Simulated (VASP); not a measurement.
# Pt (P6_3/mmc) in VASP: notebook

Runs on Pt. Level: LDA. Tasks: vibrations by perturbation theory, elastic constants.

Program: VASP 6.6.1. These are calculated values, not measurements. Logs are shortened: lines on timing, memory, paths and dates and some standing lists are left out, and cuts for length are marked.

## 1. The cell of the first run

Symmetry: P6_3/mmc, No. 194, hexagonal system. Conventional cell: a = 2.693 Å, b = 2.693 Å, c = 4.582 Å, α = 90.00°, β = 90.00°, γ = 120.00°. Within 3.6 Å of Pt (site symmetry -6m2) lie 12 Pt at 2.69 to 2.77 Å.

This isn't the form of Pt at room conditions, which is fcc.

## 2. Vibrations by perturbation theory, LDA

INCAR

```
SYSTEM = Pt
ALGO = Normal
EDIFF = 1E-8
ENCUT = 520
GGA = CA
IBRION = 8
ISIF = 2
ISMEAR = -1
LASPH = .TRUE.
LCHARG = .FALSE.
LREAL = .FALSE.
LWAVE = .FALSE.
NELM = 60
NSW = 1
PREC = Accurate
SIGMA = 0.15
```

KPOINTS

```
k-points
0
G
  18 18 10
  0 0 0
```

POSCAR

```
Pt
1.0
    2.6931602720      0.0000000000      0.0000000000
   -1.3465801360      2.3323452120      0.0000000000
    0.0000000000      0.0000000000      4.5819302342
Pt
2
Direct
    0.6666666667      0.3333333333      0.7500000000
    0.3333333333      0.6666666667      0.2500000000
```

Potentials or basis: VASP PAW LDA potentials, release 64 (Pt).

Run with:

```
> cat potpaw_LDA.64/Pt/POTCAR > POTCAR
> mpirun -np 1 vasp_std > vasp.out
```

OUTCAR:

```text
SYSTEM = Pt
   EDIFF = 1E-8
   ENCUT = 520
   GGA = CA
   IBRION = 8
   ISIF = 2
   ISMEAR = -1
   LASPH = .TRUE.
   LREAL = .FALSE.
   NELM = 60
   NSW = 1
   PREC = Accurate

 ion  position               nearest neighbor table
   1  0.667  0.333  0.750-   2 2.77   2 2.77   2 2.77   2 2.77   2 2.77   2 2.77
   2  0.333  0.667  0.250-   1 2.77   1 2.77   1 2.77   1 2.77   1 2.77   1 2.77

  LATTYP: Found a hexagonal cell.
 ALAT       =     2.6931602720
 C/A-ratio  =     1.7013210398

  Lattice vectors:

 A1 = (   2.6931602720,   0.0000000000,   0.0000000000)
 A2 = (  -1.3465801360,   2.3323452120,   0.0000000000)
 A3 = (   0.0000000000,   0.0000000000,   4.5819302342)

Analysis of symmetry for initial positions (statically):
=====================================================================
 Subroutine PRICEL returns:
 Original cell was already a primitive cell.

 Routine SETGRP: Setting up the symmetry group for a
 hexagonal supercell.

 Subroutine GETGRP returns: Found 24 space group operations
 (whereof 12 operations were pure point group operations)
 out of a pool of 24 trial point group operations.

The static configuration has the point symmetry D_3d.
 The point group associated with its full space group is D_6h.

Analysis of symmetry for dynamics (positions and initial velocities):
=====================================================================
 Subroutine PRICEL returns:
 Original cell was already a primitive cell.

 Routine SETGRP: Setting up the symmetry group for a
 hexagonal supercell.

 Subroutine GETGRP returns: Found 24 space group operations
 (whereof 12 operations were pure point group operations)
 out of a pool of 24 trial point group operations.

The dynamic configuration has the point symmetry D_3d.
 The point group associated with its full space group is D_6h.

 Subroutine INISYM returns: Found 24 space group operations
 (whereof 12 operations are pure point group operations),
 and found     1 'primitive' translations

----------------------------------------------------------------------------------------

                                     Primitive cell

  volume of cell :      28.7808

  direct lattice vectors                    reciprocal lattice vectors
     2.693160272  0.000000000  0.000000000     0.371310987  0.214376499  0.000000000
    -1.346580136  2.332345212  0.000000000     0.000000000  0.428752997  0.000000000
     0.000000000  0.000000000  4.581930234     0.000000000  0.000000000  0.218248631

  length of vectors
     2.693160272  2.693160272  4.581930234     0.428752997  0.428752997  0.218248631

  position of ions in fractional coordinates (direct lattice)
     0.666666667  0.333333333  0.750000000
     0.333333333  0.666666667  0.250000000

  ion indices of the primitive-cell ions
   primitive index   ion index
                 1           1
                 2           2

----------------------------------------------------------------------------------------

 KPOINTS: k-points

Automatic generation of k-mesh.
 Grid dimensions read from file:
 generate k-points for:   18   18   10

 Generating k-lattice:

  Cartesian coordinates                     Fractional coordinates (reciprocal lattice)
     0.020628388  0.011909805  0.000000000     0.055555556 -0.000000000  0.000000000
     0.000000000  0.023819611  0.000000000     0.000000000  0.055555556  0.000000000
     0.000000000  0.000000000  0.021824863     0.000000000  0.000000000  0.100000000

  Length of vectors
     0.023819611  0.023819611  0.021824863

  Shift w.r.t. Gamma in fractional coordinates (k-lattice)
     0.000000000  0.000000000  0.000000000

 Subroutine IBZKPT returns following result:
 ===========================================

 Found    222 irreducible k-points:

 Following reciprocal coordinates:
            Coordinates               Weight
  0.000000  0.000000  0.000000      1.000000
  0.055556 -0.000000  0.000000      6.000000
  0.111111 -0.000000  0.000000      6.000000
  0.166667 -0.000000  0.000000      6.000000
  0.222222 -0.000000  0.000000      6.000000
  0.277778 -0.000000  0.000000      6.000000
[... 16 lines left out ...]
  0.333333  0.111111  0.000000     12.000000
  0.388889  0.111111  0.000000     12.000000
 [... further k-points ...]
   k-points           NKPTS =    222   k-points in BZ     NKDIM =    222   number of bands    NBANDS=     14
   number of dos      NEDOS =    301   number of ions     NIONS =      2
[... 19 lines left out ...]
   NSW    =      1    number of steps for IOM
   IBRION =      8    ionic relax: 0-MD 1-quasi-New 2-CG
   NFREE  =      0    steps in history (QN), initial steepest desc. (CG)
   ISIF   =      2    stress and relaxation
   ISYM   =      2    0-nonsym 1-usesym 2-fastsym
   POTIM  = 0.5000    time-step for ionic-motion
   TEBEG  =    0.0;   TEEND  =   0.0 temperature during run
   PSTRESS=    0.0 pullay stress
   NELECT =      20.0000    total number of electrons
   NUPDOWN=      -1.0000    fix difference up-down
   EMIN   =  10.00;   EMAX   =-10.00  energy-range for DOS
   EFERMI =   0.00;   METHOD = LEGACY
   ISMEAR =    -1;   SIGMA  =   0.15  broadening in eV -4-tet -1-fermi 0-gaus
   EFERMI_NEDOS =   21; number of points for ismear=-14 and -15
   IALGO  =     38    algorithm
   IMIX   =      4    mixing-type and parameters
     AMIX     =   0.40;   BMIX     =  1.00
     AMIX_MAG =   1.60;   BMIX_MAG =  1.00
  volume/ion in A,a.u.               =      14.39        97.11
  Fermi-wavevector in a.u.,A,eV,Ry     =   1.450052  2.740201 28.608312  2.102652
  Thomas-Fermi vector in A             =   2.567709
   LORBIT       =      0    0 simple, 1 ext, 2 COOP (PROOUT), +10 PAW based schemes
   GGA     = CA    functional components
   LHFCALC =     F    Hartree Fock is set to
   AEXX    =    0.0000 exact exchange contribution
   IVDW    =     0    specifies the selected vdW correction
   LEPSILON=     F    determine dielectric tensor
   LRPA    =     F    only Hartree local field effects (RPA)
 non-spin polarized calculation
  energy-cutoff  :      520.00
  volume of cell :       28.78
 maximum number of plane-waves:       792
 NGX is ok and might be reduce to    20
   NGX =  9   NGY =  9   NGZ = 17

--------------------------------------- Ionic step        1  -------------------------------------------

 number of electron      20.0000001 magnetization

 Free energy of the ion-electron system (eV)
  ---------------------------------------------------
  ext. energy  EPLUGINS =         0.00000000
  ---------------------------------------------------
  free energy    TOTEN  =       -14.96543350 eV

  energy without entropy =      -14.74620140  energy(sigma->0) =      -14.85581745

 E-fermi :  12.0811     XC(G=0): -13.9579

 val. band max:       12.0789811586   @ k =   0.3333   0.0556   0.0000
 cond. band min:      12.0835933310   @ k =   0.3889   0.2222   0.3000
 fundamental gap:      0.0046121723
 Fermi energy:        12.0810633194

 k-point     1 :       0.0000    0.0000    0.0000
  band No.  band energies     occupation
      1       1.2931      2.00000
      2       4.0781      2.00000
      3       7.6055      2.00000
      4       8.0800      2.00000
      5       8.0800      2.00000
      6       8.5494      2.00000
      7       8.5494      2.00000
      8       9.7885      2.00000
      9       9.7885      2.00000
     10      11.0528      1.99789
     11      11.7822      1.76004
     12      11.7822      1.76004
     13      17.6249      0.00000
     14      26.8626      0.00000
[... 377 lines left out ...]
      1       5.0790      2.00000
      2       5.1863      2.00000
      3       5.5789      2.00000
      4       8.0099      2.00000
      5       8.2283      2.00000
      6       8.3156      2.00000
      7       8.7258      2.00000
      8      11.5970      1.92368
      9      11.9234      1.48198
     10      12.1374      0.81436
     11      14.1960      0.00000
     12      17.5295      0.00000
     13      19.5211      0.00000
     14      21.7689      0.00000

 [... further k-points ...]

------------------------ aborting loop because EDIFF is reached ----------------------------------------

  FORCE on cell =-STRESS in cart. coord.  units (eV):
  Direction    XX          YY          ZZ          XY          YZ          ZX
  --------------------------------------------------------------------------------------
  -------------------------------------------------------------------------------------
  Total        2.1606698      2.1606698      2.0918020      0.0000000      0.0000000      0.0000000
  in kB      120.2805720    120.2805720    116.4468274      0.0000000      0.0000000      0.0000000
  external PRESSURE =     119.0026571 kB  Pullay stress =       0.0000000 kB

 VOLUME and BASIS-vectors are now :
 -----------------------------------------------------------------------------
  energy-cutoff  :      520.00
  volume of cell :       28.78
      direct lattice vectors                 reciprocal lattice vectors
     2.693160272  0.000000000  0.000000000     0.371310987  0.214376499  0.000000000
    -1.346580136  2.332345212  0.000000000     0.000000000  0.428752997  0.000000000
     0.000000000  0.000000000  4.581930234     0.000000000  0.000000000  0.218248631

 POSITION                                       TOTAL-FORCE (eV/Angst)
 -----------------------------------------------------------------------------------
      1.34658      0.77745      3.43645         0.000000      0.000000      0.000000
     -0.00000      1.55490      1.14548        -0.000000      0.000000      0.000000
 -----------------------------------------------------------------------------------
    total drift:                               -0.000000      0.000000     -0.000000

  FREE ENERGIE OF THE ION-ELECTRON SYSTEM (eV)
  ---------------------------------------------------
  free  energy   TOTEN  =       -14.9654335048 eV

  energy  without entropy=      -14.7462013987  energy(sigma->0) =      -14.85581745

[... ionic steps 2 to 3 ...]

--------------------------------------- Ionic step        4  -------------------------------------------

------------------------ aborting loop because EDIFF is reached ----------------------------------------

[... ionic steps 5 to 5 ...]

--------------------------------------- Ionic step        6  -------------------------------------------

 Free energy of the ion-electron system (eV)
  ---------------------------------------------------
  ---------------------------------------------------
  free energy    TOTEN  =        -0.28273796 eV

  energy without entropy =       -0.28273796

------------------------ aborting loop because EDIFF is reached ----------------------------------------

 INTERNAL STRAIN TENSOR  FOR ION    1  DIRECTION 3   (eV/Angst):
 -----------------------------------------------------------------------------
     0.04569 -0.00000  0.00000
    -0.00000  0.04569  0.00000
     0.00000  0.00000 -0.08403

 INTERNAL STRAIN TENSOR FOR ION    2 for displacements in x,y,z  (eV/Angst):
          X           Y           Z          XY          YZ          ZX
  --------------------------------------------------------------------------------
  x     0.00000    -0.00000     0.00000    -1.13791     0.00000     0.00000
  y    -1.13791     1.13791    -0.00000    -0.00000     0.00000     0.00000
  z     0.00000    -0.00000    -0.00000     0.00000     0.00000     0.00000

 SECOND DERIVATIVES (NOT SYMMETRIZED)
 ------------------------------------
               1X          1Y          1Z          2X          2Y          2Z
  1X    -0.741397    0.000000    0.000000    0.741397    0.000000    0.000000
  1Y     0.000000   -0.741397    0.000000    0.000000    0.741397    0.000000
  1Z     0.000000    0.000000  -15.061883    0.000000    0.000000   15.061883
  2X     0.741397    0.000000    0.000000   -0.741397    0.000000    0.000000
  2Y     0.000000    0.741397    0.000000    0.000000   -0.741397    0.000000
  2Z     0.000000    0.000000   15.061883    0.000000    0.000000  -15.061883

 Eigenvectors and eigenvalues of the dynamical matrix
 ----------------------------------------------------

   1 f  =    6.143261 THz    38.599249 2PiTHz  204.917136 cm-1    25.406475 meV
             X         Y         Z           dx          dy          dz
      1.346580  0.777448  3.436448     0.000000    0.000000   -0.707107
     -0.000000  1.554897  1.145483     0.000000    0.000000    0.707107
[... 21 lines left out ...]
   6 f  =    0.000000 THz     0.000000 2PiTHz    0.000000 cm-1     0.000000 meV
             X         Y         Z           dx          dy          dz
      1.346580  0.777448  3.436448     0.000000    0.000000    0.707107
     -0.000000  1.554897  1.145483     0.000000    0.000000    0.707107

--------------------------------------------------------------------------------------------------------

 ELASTIC MODULI CONTR FROM IONIC RELAXATION (kBar)
 Direction    XX          YY          ZZ          XY          YZ          ZX
 --------------------------------------------------------------------------------
 XX         -97.2242     97.2242     -0.0000      0.0000      0.0000      0.0000
 YY          97.2242    -97.2242      0.0000     -0.0000      0.0000      0.0000
 ZZ          -0.0000      0.0000     -0.0000      0.0000      0.0000      0.0000
 XY           0.0000     -0.0000      0.0000    -97.2242      0.0000      0.0000
 YZ           0.0000      0.0000      0.0000      0.0000      0.0000      0.0000
 ZX           0.0000      0.0000      0.0000      0.0000      0.0000      0.0000
 --------------------------------------------------------------------------------
```

It took 6.3 min on 1 thread of Intel Xeon Platinum 8559C (Emerald Rapids), shared host; peak memory 0.79 GiB.

Results:

| Property | Result |
| --- | --- |
| Highest phonon frequency at Γ | 205 cm⁻¹ |

Phonon frequencies in cm⁻¹ (negative: imaginary):
```tsv
q point	frequencies
(0.000, 0.000, 0.000)	0 0 0 45 45 205
```

Caveat: the cell stands under pressure or tension, which shifts response properties; spin-orbit coupling is left out, which moves the levels of the heavy elements.

(Part 1 of 2 ends here.)
